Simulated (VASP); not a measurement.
# ReP (F-43m) in VASP: notebook

The runs below take ReP through single point, with PBEsol.

All numbers are computed with VASP 6.6.1; they aren't measurements. Logs are shortened: lines on timing, memory, paths and dates and some standing lists are left out, and cuts for length are marked.

### Step 1. The cell of the first run

Symmetry: F-43m, No. 216, cubic system. Conventional cell: a = 5.262 Å, b = 5.262 Å, c = 5.262 Å, α = 90.00°, β = 90.00°, γ = 90.00°. Re (site symmetry -43m) has 4 P at 2.28 Å within 3.0 Å. Within 3.0 Å of P (site symmetry -43m) lie 4 Re at 2.28 Å.

### Step 2. Single point, PBEsol (18.21 Å³/atom)

INCAR

```
SYSTEM = ReP
  ALGO = Normal
  EDIFF = 1E-6
  ENCUT = 560
  GGA = PS
  GGA_COMPAT = .FALSE.
  ISIF = 2
  ISMEAR = 0
  LASPH = .TRUE.
  LCHARG = .TRUE.
  LELF = .TRUE.
  LREAL = .FALSE.
  LVHAR = .TRUE.
  LWAVE = .FALSE.
  NBANDS = 17
  NELM = 120
  PREC = Accurate
  SIGMA = 0.05
```

KPOINTS

```
k-points
0
G
  12 12 12
  0 0 0
```

POSCAR

```
ReP
1.0
    0.0000000000      2.6309808121      2.6309808121
    2.6309808121      0.0000000000      2.6309808121
    2.6309808121      2.6309808121      0.0000000000
Re P
1 1
Direct
    0.0000000000      0.0000000000      0.0000000000
    0.2500000000      0.2500000000      0.2500000000
```

Potentials or basis: VASP PAW PBE potentials, release 64 (Re_sv_GW, P).

Command:

```sh
> cat potpaw_PBE.64/Re_sv_GW/POTCAR potpaw_PBE.64/P/POTCAR > POTCAR
> mpirun -np 1 vasp_std > vasp.out
```

OUTCAR:

```text
SYSTEM = ReP
   EDIFF = 1E-6
   ENCUT = 560
   GGA = PS
   ISIF = 2
   ISMEAR = 0
   LASPH = .TRUE.
   LREAL = .FALSE.
   NELM = 120
   PREC = Accurate

 ion  position               nearest neighbor table
   1  0.000  0.000  0.000-   2 2.28   2 2.28   2 2.28   2 2.28
   2  0.250  0.250  0.250-   1 2.28   1 2.28   1 2.28   1 2.28

  LATTYP: Found a face centered cubic cell.
 ALAT       =     5.2619616242

  Lattice vectors:

 A1 = (   0.0000000000,   2.6309808121,   2.6309808121)
 A2 = (   2.6309808121,   0.0000000000,   2.6309808121)
 A3 = (   2.6309808121,   2.6309808121,   0.0000000000)

Analysis of symmetry for initial positions (statically):
=====================================================================
 Subroutine PRICEL returns:
 Original cell was already a primitive cell.

 Routine SETGRP: Setting up the symmetry group for a
 face centered cubic supercell.

 Subroutine GETGRP returns: Found 24 space group operations
 (whereof 24 operations were pure point group operations)
 out of a pool of 48 trial point group operations.

The static configuration has the point symmetry T_d .

Analysis of symmetry for dynamics (positions and initial velocities):
=====================================================================
 Subroutine PRICEL returns:
 Original cell was already a primitive cell.

 Routine SETGRP: Setting up the symmetry group for a
 face centered cubic supercell.

 Subroutine GETGRP returns: Found 24 space group operations
 (whereof 24 operations were pure point group operations)
 out of a pool of 48 trial point group operations.

The dynamic configuration has the point symmetry T_d .

 Subroutine INISYM returns: Found 24 space group operations
 (whereof 24 operations are pure point group operations),
 and found     1 'primitive' translations

----------------------------------------------------------------------------------------

                                     Primitive cell

  volume of cell :      36.4236

  direct lattice vectors                    reciprocal lattice vectors
     0.000000000  2.630980812  2.630980812    -0.190043195  0.190043195  0.190043195
     2.630980812  0.000000000  2.630980812     0.190043195 -0.190043195  0.190043195
     2.630980812  2.630980812  0.000000000     0.190043195  0.190043195 -0.190043195

  length of vectors
     3.720768747  3.720768747  3.720768747     0.329164470  0.329164470  0.329164470

  position of ions in fractional coordinates (direct lattice)
     0.000000000  0.000000000  0.000000000
[... 78 lines left out ...]
   EDIFF  = 0.1E-05   stopping-criterion for ELM
   LREAL  =      F    real-space projection
   EDIFFG = 0.1E-04   stopping-criterion for IOM
   NSW    =      0    number of steps for IOM
   IBRION =     -1    ionic relax: 0-MD 1-quasi-New 2-CG
   NFREE  =      0    steps in history (QN), initial steepest desc. (CG)
   ISIF   =      2    stress and relaxation
   ISYM   =      2    0-nonsym 1-usesym 2-fastsym
   POTIM  = 0.5000    time-step for ionic-motion
   TEBEG  =    0.0;   TEEND  =   0.0 temperature during run
   PSTRESS=    0.0 pullay stress
   NELECT =      20.0000    total number of electrons
   NUPDOWN=      -1.0000    fix difference up-down
   EMIN   =  10.00;   EMAX   =-10.00  energy-range for DOS
   EFERMI =   0.00;   METHOD = LEGACY
   ISMEAR =     0;   SIGMA  =   0.05  broadening in eV -4-tet -1-fermi 0-gaus
   EFERMI_NEDOS =   21; number of points for ismear=-14 and -15
   IALGO  =     38    algorithm
   IMIX   =      4    mixing-type and parameters
     AMIX     =   0.40;   BMIX     =  1.00
     AMIX_MAG =   1.60;   BMIX_MAG =  1.00
  volume/ion in A,a.u.               =      18.21       122.90
  Fermi-wavevector in a.u.,A,eV,Ry     =   1.340573  2.533316 24.451521  1.797136
  Thomas-Fermi vector in A             =   2.468875
   LORBIT       =      0    0 simple, 1 ext, 2 COOP (PROOUT), +10 PAW based schemes
   GGA     = PS    functional components
   LHFCALC =     F    Hartree Fock is set to
   AEXX    =    0.0000 exact exchange contribution
   IVDW    =     0    specifies the selected vdW correction
   LEPSILON=     F    determine dielectric tensor
   LRPA    =     F    only Hartree local field effects (RPA)
 non-spin polarized calculation
 Gauss-broadening in eV      SIGMA  =   0.05
  energy-cutoff  :      560.00
  volume of cell :       36.42
 maximum number of plane-waves:      1113
 NGX is ok and might be reduce to    30
   NGX = 15   NGY = 15   NGZ = 15

 number of electron      19.9999999 magnetization

 Free energy of the ion-electron system (eV)
  ---------------------------------------------------
  ext. energy  EPLUGINS =         0.00000000
  ---------------------------------------------------
  free energy    TOTEN  =       -19.99067507 eV

  energy without entropy =      -19.98890501  energy(sigma->0) =      -19.98979004

 E-fermi :   7.6988     XC(G=0): -11.4320

 val. band max:        7.6901791052   @ k =   0.5000   0.0833   0.0000
 cond. band min:       7.7189260227   @ k =   0.4167   0.2500   0.0000
 fundamental gap:      0.0287469175
 Fermi energy:         7.6987535817

 k-point     1 :       0.0000    0.0000    0.0000
  band No.  band energies     occupation
      1     -71.7101      2.00000
      2     -33.5784      2.00000
      3     -33.5784      2.00000
      4     -33.5784      2.00000
      5      -4.8142      2.00000
      6       3.2283      2.00000
[... 457 lines left out ...]
      4     -33.5904      2.00000
      5      -3.0156      2.00000
      6       2.6237      2.00000
[... 9 lines left out ...]
     16      18.1697      0.00000
     17      19.6926      0.00000

 [... further k-points ...]

------------------------ aborting loop because EDIFF is reached ----------------------------------------

  FORCE on cell =-STRESS in cart. coord.  units (eV):
  Direction    XX          YY          ZZ          XY          YZ          ZX
  --------------------------------------------------------------------------------------
  -------------------------------------------------------------------------------------
  Total       -0.1965951     -0.1965951     -0.1965951      0.0000000      0.0000000     -0.0000000
  in kB       -8.6476927     -8.6476927     -8.6476927      0.0000000      0.0000000     -0.0000000
  external PRESSURE =      -8.6476927 kB  Pullay stress =       0.0000000 kB

 VOLUME and BASIS-vectors are now :
 -----------------------------------------------------------------------------
  energy-cutoff  :      560.00
  volume of cell :       36.42
      direct lattice vectors                 reciprocal lattice vectors
     0.000000000  2.630980812  2.630980812    -0.190043195  0.190043195  0.190043195
     2.630980812  0.000000000  2.630980812     0.190043195 -0.190043195  0.190043195
     2.630980812  2.630980812  0.000000000     0.190043195  0.190043195 -0.190043195

 POSITION                                       TOTAL-FORCE (eV/Angst)
 -----------------------------------------------------------------------------------
      0.00000      0.00000      0.00000         0.000000      0.000000      0.000000
      1.31549      1.31549      1.31549        -0.000000     -0.000000     -0.000000
 -----------------------------------------------------------------------------------
    total drift:                               -0.000000     -0.000000     -0.000000

  FREE ENERGIE OF THE ION-ELECTRON SYSTEM (eV)
  ---------------------------------------------------
  free  energy   TOTEN  =       -19.9906750674 eV

  energy  without entropy=      -19.9889050092  energy(sigma->0) =      -19.98979004
```

OSZICAR:

```text
N       E                     dE             d eps       ncg     rms          rms(c)
DAV:   1     0.133656256361E+03    0.13366E+03   -0.11939E+04  2464   0.119E+03
DAV:   2    -0.173141924943E+02   -0.15097E+03   -0.14778E+03  3257   0.306E+02
DAV:   3    -0.220778598664E+02   -0.47637E+01   -0.47336E+01  2932   0.541E+01
DAV:   4    -0.221076242153E+02   -0.29764E-01   -0.29740E-01  3050   0.482E+00
DAV:   5    -0.221079017144E+02   -0.27750E-03   -0.27749E-03  2898   0.444E-01    0.185E+02
DAV:   6    -0.200221216829E+02    0.20858E+01   -0.80547E+00  2538   0.165E+01    0.141E+02
DAV:   7    -0.202282651071E+02   -0.20614E+00   -0.17426E+00  2522   0.909E+00    0.319E+01
DAV:   8    -0.199908310810E+02    0.23743E+00   -0.65145E-01  2520   0.531E+00    0.101E+01
DAV:   9    -0.199917017410E+02   -0.87066E-03   -0.41545E-02  2564   0.152E+00    0.202E+01
DAV:  10    -0.199908212416E+02    0.88050E-03   -0.11523E-02  2513   0.928E-01    0.890E+00
DAV:  11    -0.199911399136E+02   -0.31867E-03   -0.83034E-04  2904   0.258E-01    0.669E+00
DAV:  12    -0.199906862617E+02    0.45365E-03   -0.12482E-03  2545   0.289E-01    0.291E+00
DAV:  13    -0.199906811749E+02    0.50869E-05   -0.18099E-04  2490   0.113E-01    0.794E-01
DAV:  14    -0.199906754716E+02    0.57033E-05   -0.15371E-05  2590   0.312E-02    0.200E-01
DAV:  15    -0.199906750674E+02    0.40418E-06   -0.10239E-06  1492   0.836E-03
   1 F= -.19990675E+02 E0= -.19989790E+02  d E =-.177006E-02
```

stdout:

```text
POSCAR found type information on POSCAR ReP
 POSCAR found :  2 types and       2 ions
 scaLAPACK will be used
 -----------------------------------------------------------------------------
|                                                                             |
|                                                                             |
|     You enforced a specific xc type in the INCAR file but a different       |
|     I HOPE YOU KNOW WHAT YOU ARE DOING!                                     |
|                                                                             |
 -----------------------------------------------------------------------------

 LDA part: xc-table for (Slater+PW92), standard interpolation
 POSCAR, INCAR and KPOINTS ok, starting setup
 FFT: planning ... GRIDC
 FFT: planning ... GRID_SOFT
 FFT: planning ... GRID
 WAVECAR not read
 entering main loop
```

Wall time 52 s (1 thread of Intel Xeon Platinum 8259CL at 2.50GHz (Skylake/Cascade Lake), shared host); peak memory 0.2 GiB.

Results:

* Free energy: -19.9907 eV
* Pressure: -0.9 GPa
* Band gap on the k mesh: zero (bands 10 and 11 overlap by 0.42 eV)

Caveat: the PAW data sets were made with another functional, which shifts forces and pressure a little; spin-orbit coupling is left out, which moves the levels of the heavy elements.

(Continued in part 2 of 2.)

The gap in the log of VASP goes by the Fermi energy; the results here count the filled bands.